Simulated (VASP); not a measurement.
Set up this calculation in VASP 6.6.1, as the native input.

```yaml
Task: single point
Functional: HSE06
Potentials_or_basis: VASP PAW PBE potentials, release 64 (Mg, O)
Cutoff: 520 eV
k_mesh: 6 × 6 × 6
Occupations: gaussian, width 0.01 eV
Spin: no spin polarisation
Dipole_correction: no
Grid_for_exact_exchange_PRECFOCK: Normal
Further_INCAR_settings: ALGO = Normal; EDIFF = 1e-06; NBANDS = 11
Screening_parameter: 0.2079 1/Å
```

Crystal: MgO.

```
CELL_PARAMETERS angstrom
2.62335 0.00000 0.00000
0.00000 2.62335 0.00000
0.00000 0.00000 2.62335
ATOMIC_POSITIONS crystal
Mg 0.00000 0.00000 0.00000
O 0.50000 0.50000 0.50000
```

One way to write it, as run:

POSCAR

```
MgO
1.0
    2.6233491281      0.0000000000      0.0000000000
    0.0000000000      2.6233491281      0.0000000000
    0.0000000000      0.0000000000      2.6233491281
Mg O
1 1
Direct
    0.0000000000      0.0000000000      0.0000000000
    0.5000000000      0.5000000000      0.5000000000
```

INCAR.step1

```
ALGO = Normal ; EDIFF = 1E-5
ENCUT = 520 ; GGA = PE
ISIF = 2 ; ISMEAR = 0
LASPH = True ; LCHARG = False
LREAL = False ; LWAVE = True
NBANDS = 11 ; NELM = 60
PREC = Accurate ; SIGMA = 0.01
```

INCAR.step2

```
ALGO = Normal ; EDIFF = 1E-6
ENCUT = 520 ; GGA = PE
HFSCREEN = 0.2079 ; ISIF = 2
ISMEAR = 0 ; ISTART = 1
LASPH = True ; LCHARG = False
LHFCALC = True ; LREAL = False
LWAVE = False ; NBANDS = 11
NELM = 60 ; PREC = Accurate
PRECFOCK = Normal ; SIGMA = 0.01
```

KPOINTS

```
k-points
0
Gamma
  6 6 6
```

Potentials or basis: VASP PAW PBE potentials, release 64 (Mg, O).

Command:

```console
$ cat potpaw_PBE.64/Mg/POTCAR potpaw_PBE.64/O/POTCAR > POTCAR
$ cp INCAR.step1 INCAR
$ mpirun -np 1 vasp_std > vasp.out
$ cp INCAR.step2 INCAR
$ mpirun -np 1 vasp_std > vasp.out
```

Results of the run:

```json
{
  "Pressure": "-1.2 GPa",
  "Band gap on the k mesh": "4.14 eV, indirect (least direct gap 5.24 eV)"
}
```

Caveat: the PAW data sets were made with another functional, which shifts forces and pressure a little.

It used 480 s of CPU time on 1 thread of AMD EPYC 7R13 Processor (Zen 3), on a shared host.
